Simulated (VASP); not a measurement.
# AgCl (R-3m) in VASP: single point with PBEsol

Aim: the single point of AgCl with PBEsol.

Everything below comes from runs of VASP 6.6.1. Logs are shortened: lines on timing, memory, paths and dates and some standing lists are left out, and cuts for length are marked.

### 1 The cell of the first run

The structure is trigonal, space group R-3m (No. 166). The conventional cell has a = 3.883 Å, b = 3.883 Å, c = 9.799 Å, α = 90.00°, β = 90.00°, γ = 120.00°. Ag (site symmetry -3m) has 6 Cl at 2.77 Å within 3.7 Å. Within 3.7 Å of Cl (site symmetry -3m) lie 6 Ag at 2.77 Å.

### 2 Single point, PBEsol (equal xy, yz and zx shear strains of +2 %)

INCAR reads:

```
PREC     = Accurate       # precision mode
ENCUT    = 520            # plane-wave cutoff, eV
EDIFF    = 1E-7           # SCF threshold, eV
ISMEAR   = -1             # smearing method
SIGMA    = 0.01           # smearing width, eV
LREAL    = F              # projectors in reciprocal space
LASPH    = T              # aspherical terms in the spheres
NELM     = 100            # most SCF steps
ALGO     = Normal         # electronic algorithm
ISIF     = 2              # what is computed and relaxed
LWAVE    = F              # write WAVECAR
LCHARG   = F              # write CHGCAR
GGA      = PS             # functional
NBANDS   = 16             # bands
```

KPOINTS reads:

```
regular mesh
0
Gamma
  9 9 9
```

POSCAR reads:

```
AgCl
1.0
    0.0554630000      2.8008815000      2.8008815000
    2.8008815000      0.0554630000      2.8008815000
    2.8008815000      2.8008815000      0.0554630000
Ag Cl
1 1
Direct
    0.5000000000      0.5000000000      0.5000000000
    0.0000000000      0.0000000000      0.0000000000
```

Potentials or basis: VASP PAW PBE potentials, release 64 (Ag, Cl).

Started as:

```console
> cat potpaw_PBE.64/Ag/POTCAR potpaw_PBE.64/Cl/POTCAR > POTCAR
> mpirun -np 1 vasp_std > vasp.out
```

OUTCAR:

```text
PREC = Accurate
   ENCUT = 520
   EDIFF = 1E-7
   ISMEAR = -1
   LREAL = F
   LASPH = T
   NELM = 100
   ISIF = 2
   GGA = PS

 ion  position               nearest neighbor table
   1  0.500  0.500  0.500-   2 2.77   2 2.77   2 2.77   2 2.77   2 2.77   2 2.77
   2  0.000  0.000  0.000-   1 2.77   1 2.77   1 2.77   1 2.77   1 2.77   1 2.77

  LATTYP: Found a trigonal (rhomboedric) cell.
 ALAT       =     3.9614328845
 COS(alpha) =     0.5197000882

  Lattice vectors:

 A1 = (   0.0554630000,   2.8008815000,   2.8008815000)
 A2 = (   2.8008815000,   0.0554630000,   2.8008815000)
 A3 = (   2.8008815000,   2.8008815000,   0.0554630000)

Analysis of symmetry for initial positions (statically):
=====================================================================
 Subroutine PRICEL returns:
 Original cell was already a primitive cell.

 Routine SETGRP: Setting up the symmetry group for a
 trigonal (rhombohedral) supercell.

 Subroutine GETGRP returns: Found 12 space group operations
 (whereof 12 operations were pure point group operations)
 out of a pool of 12 trial point group operations.

The static configuration has the point symmetry D_3d.

Analysis of symmetry for dynamics (positions and initial velocities):
=====================================================================
 Subroutine PRICEL returns:
 Original cell was already a primitive cell.

 Routine SETGRP: Setting up the symmetry group for a
 trigonal (rhombohedral) supercell.

 Subroutine GETGRP returns: Found 12 space group operations
 (whereof 12 operations were pure point group operations)
 out of a pool of 12 trial point group operations.

The dynamic configuration has the point symmetry D_3d.

 Subroutine INISYM returns: Found 12 space group operations
 (whereof 12 operations are pure point group operations),
 and found     1 'primitive' translations

----------------------------------------------------------------------------------------

                                     Primitive cell

  volume of cell :      42.6403

  direct lattice vectors                    reciprocal lattice vectors
     0.055463000  2.800881500  2.800881500    -0.183907102  0.180336091  0.180336091
     2.800881500  0.055463000  2.800881500     0.180336091 -0.183907102  0.180336091
     2.800881500  2.800881500  0.055463000     0.180336091  0.180336091 -0.183907102

  length of vectors
     3.961432885  3.961432885  3.961432885     0.314426515  0.314426515  0.314426515

  position of ions in fractional coordinates (direct lattice)
     0.500000000  0.500000000  0.500000000
     0.000000000  0.000000000  0.000000000

  ion indices of the primitive-cell ions
   primitive index   ion index
                 1           1
                 2           2

----------------------------------------------------------------------------------------

 KPOINTS: regular mesh

Automatic generation of k-mesh.
 Grid dimensions read from file:
 generate k-points for:    9    9    9

 Generating k-lattice:

  Cartesian coordinates                     Fractional coordinates (reciprocal lattice)
    -0.020434122  0.020037343  0.020037343     0.111111111  0.000000000  0.000000000
     0.020037343 -0.020434122  0.020037343     0.000000000  0.111111111  0.000000000
     0.020037343  0.020037343 -0.020434122     0.000000000  0.000000000  0.111111111

  Length of vectors
     0.034936279  0.034936279  0.034936279

  Shift w.r.t. Gamma in fractional coordinates (k-lattice)
     0.000000000  0.000000000  0.000000000

 Subroutine IBZKPT returns following result:
 ===========================================

 Found     85 irreducible k-points:

 Following reciprocal coordinates:
            Coordinates               Weight
  0.000000  0.000000  0.000000      1.000000
  0.111111  0.000000 -0.000000      6.000000
  0.222222  0.000000  0.000000      6.000000
  0.333333  0.000000 -0.000000      6.000000
  0.444444  0.000000  0.000000      6.000000
  0.111111  0.111111  0.000000      6.000000
[... 16 lines left out ...]
 -0.333333  0.333333  0.000000      6.000000
  0.444444  0.444444 -0.000000      6.000000
 [... further k-points ...]
   k-points           NKPTS =     85   k-points in BZ     NKDIM =     85   number of bands    NBANDS=     16
   number of dos      NEDOS =    301   number of ions     NIONS =      2
   total plane-waves  NPLWV =  27000
   dimension x,y,z NGX =    30 NGY =   30 NGZ =   30
   dimension x,y,z NGXF=    60 NGYF=   60 NGZF=   60
   ions per type =               1   1
   NGX,Y,Z   is equivalent  to a cutoff of  12.59, 12.59, 12.59 a.u.
   NGXF,Y,Z  is equivalent  to a cutoff of  25.18, 25.18, 25.18 a.u.
 SYSTEM =  unknown system
   PREC   = accura    normal or accurate (medium, high low for compatibility)
   ISTART =      0    job   : 0-new  1-cont  2-samecut
   ICHARG =      2    charge: 1-file 2-atom 10-const
   ISPIN  =      1    spin polarized calculation?
   LNONCOLLINEAR =      F non collinear calculations
   LSORBIT =      F    spin-orbit coupling
   LASPH  =      T    aspherical Exc in radial PAW
   ENCUT  =  520.0 eV  38.22 Ry    6.18 a.u.   7.37  7.37  7.37*2*pi/ulx,y,z
   NELM   =    100;   NELMIN=  2; NELMDL= -5     # of ELM steps
   EDIFF  = 0.1E-06   stopping-criterion for ELM
   LREAL  =      F    real-space projection
   EDIFFG = 0.1E-05   stopping-criterion for IOM
   NSW    =      0    number of steps for IOM
   IBRION =     -1    ionic relax: 0-MD 1-quasi-New 2-CG
   NFREE  =      0    steps in history (QN), initial steepest desc. (CG)
   ISIF   =      2    stress and relaxation
   ISYM   =      2    0-nonsym 1-usesym 2-fastsym
   POTIM  = 0.5000    time-step for ionic-motion
   TEBEG  =    0.0;   TEEND  =   0.0 temperature during run
   PSTRESS=    0.0 pullay stress
   NELECT =      18.0000    total number of electrons
   NUPDOWN=      -1.0000    fix difference up-down
   EMIN   =  10.00;   EMAX   =-10.00  energy-range for DOS
   EFERMI =   0.00;   METHOD = LEGACY
   ISMEAR =    -1;   SIGMA  =   0.01  broadening in eV -4-tet -1-fermi 0-gaus
   EFERMI_NEDOS =   21; number of points for ismear=-14 and -15
   IALGO  =     38    algorithm
   IMIX   =      4    mixing-type and parameters
     AMIX     =   0.40;   BMIX     =  1.00
     AMIX_MAG =   1.60;   BMIX_MAG =  1.00
  volume/ion in A,a.u.               =      21.32       143.88
  Fermi-wavevector in a.u.,A,eV,Ry     =   1.228077  2.320728 20.519927  1.508172
  Thomas-Fermi vector in A             =   2.363016
   LORBIT       =      0    0 simple, 1 ext, 2 COOP (PROOUT), +10 PAW based schemes
   GGA     = PS    functional components
   LHFCALC =     F    Hartree Fock is set to
   AEXX    =    0.0000 exact exchange contribution
   IVDW    =     0    specifies the selected vdW correction
   LEPSILON=     F    determine dielectric tensor
   LRPA    =     F    only Hartree local field effects (RPA)
 non-spin polarized calculation
  energy-cutoff  :      520.00
  volume of cell :       42.64
 maximum number of plane-waves:      1177
 NGX is ok and might be reduce to    30
   NGX = 15   NGY = 15   NGZ = 15

 number of electron      18.0000003 magnetization

 Free energy of the ion-electron system (eV)
  ---------------------------------------------------
  ext. energy  EPLUGINS =         0.00000000
  ---------------------------------------------------
  free energy    TOTEN  =        -6.04046890 eV

  energy without entropy =       -6.04046890  energy(sigma->0) =       -6.04046890

 E-fermi :   3.9121     XC(G=0): -10.2178

 val. band max:        3.6936432631   @ k =   0.4444   0.0000   0.0000
 cond. band min:       4.4426510013   @ k =   0.0000   0.0000   0.0000
 fundamental gap:      0.7490077381
 Fermi energy:         3.9120508148

 k-point     1 :       0.0000    0.0000    0.0000
  band No.  band energies     occupation
      1     -11.4266      2.00000
      2       1.2073      2.00000
      3       1.2468      2.00000
      4       1.2468      2.00000
      5       1.2870      2.00000
      6       1.2870      2.00000
[... 8 lines left out ...]
     15      16.7801      0.00000
     16      16.9610      0.00000

 k-point     2 :       0.1111    0.0000   -0.0000
  band No.  band energies     occupation
      1     -11.3765      2.00000
      2       0.6111      2.00000
      3       0.6697      2.00000
      4       0.6998      2.00000
      5       1.2638      2.00000
      6       1.2909      2.00000
[... 8 lines left out ...]
     15      15.7637      0.00000
     16      16.2221      0.00000

 k-point     3 :       0.2222    0.0000    0.0000
  band No.  band energies     occupation
      1     -11.2450      2.00000
      2      -0.2818      2.00000
      3       0.0669      2.00000
      4       0.1604      2.00000
      5       1.3731      2.00000
      6       1.4039      2.00000
[... 8 lines left out ...]
     15      15.8668      0.00000
     16      16.0551      0.00000

 k-point     4 :       0.3333    0.0000   -0.0000
  band No.  band energies     occupation
      1     -11.0868      2.00000
      2      -1.0845      2.00000
      3      -0.3227      2.00000
      4      -0.2229      2.00000
      5       1.5000      2.00000
      6       1.5373      2.00000
[... 8 lines left out ...]
     15      16.3156      0.00000
     16      16.6423      0.00000
[... 324 lines left out ...]
 k-point    22 :      -0.4444    0.3333    0.0000
  band No.  band energies     occupation
      1     -10.9354      2.00000
      2      -0.6881      2.00000
      3      -0.3268      2.00000
      4      -0.0785      2.00000
      5       1.3389      2.00000
      6       1.6837      2.00000
[... 8 lines left out ...]
     15      17.7101      0.00000
     16      19.2216      0.00000

 k-point    23 :      -0.3333    0.3333    0.0000
  band No.  band energies     occupation
      1     -10.9251      2.00000
      2      -0.8922      2.00000
      3      -0.3951      2.00000
      4      -0.3395      2.00000
      5       1.5168      2.00000
      6       1.6303      2.00000
[... 8 lines left out ...]
     15      16.6855      0.00000
     16      19.7874      0.00000

 k-point    24 :       0.4444    0.4444   -0.0000
  band No.  band energies     occupation
      1     -10.9651      2.00000
      2      -0.7373      2.00000
      3       0.5556      2.00000
      4       0.6839      2.00000
      5       0.9094      2.00000
      6       1.4659      2.00000
[... 8 lines left out ...]
     15      19.0398      0.00000
     16      19.0427      0.00000

 [... further k-points ...]
[... 5 lines left out ...]
  --------------------------------------------------------------------------------------
  -------------------------------------------------------------------------------------
  Total       -0.7317819     -0.7317819     -0.7317819     -0.0355443     -0.0355443     -0.0355443
  in kB      -27.4961337    -27.4961337    -27.4961337     -1.3355501     -1.3355501     -1.3355501
  external PRESSURE =     -27.4961337 kB  Pullay stress =       0.0000000 kB

 VOLUME and BASIS-vectors are now :
 -----------------------------------------------------------------------------
  energy-cutoff  :      520.00
  volume of cell :       42.64
      direct lattice vectors                 reciprocal lattice vectors
     0.055463000  2.800881500  2.800881500    -0.183907102  0.180336091  0.180336091
     2.800881500  0.055463000  2.800881500     0.180336091 -0.183907102  0.180336091
     2.800881500  2.800881500  0.055463000     0.180336091  0.180336091 -0.183907102

 POSITION                                       TOTAL-FORCE (eV/Angst)
 -----------------------------------------------------------------------------------
      2.82861      2.82861      2.82861         0.000000     -0.000000      0.000000
      0.00000      0.00000      0.00000        -0.000000      0.000000     -0.000000
 -----------------------------------------------------------------------------------
    total drift:                                0.000000      0.000000      0.000000

  FREE ENERGIE OF THE ION-ELECTRON SYSTEM (eV)
  ---------------------------------------------------
  free  energy   TOTEN  =        -6.0404689002 eV

  energy  without entropy=       -6.0404689002  energy(sigma->0) =       -6.04046890
```

Wall time 42 s (1 thread of Intel Xeon Platinum 8259CL at 2.50GHz (Skylake/Cascade Lake), shared host); peak memory 0.2 GiB.

Results:

| Quantity | Value |
| --- | --- |
| Free energy | -6.0405 eV |
| Pressure | -2.7 GPa |
| Band gap on the k mesh | 0.75 eV, indirect (least direct gap 2.97 eV) |

Stress tensor (GPa, compression positive):
```
-2.75 -0.13 -0.13
-0.13 -2.75 -0.13
-0.13 -0.13 -2.75
```

Caveat: the cell differs from its parent crystal (equal xy, yz and zx shear strains of +2 %); the PAW data sets were made with another functional, which shifts forces and pressure a little.
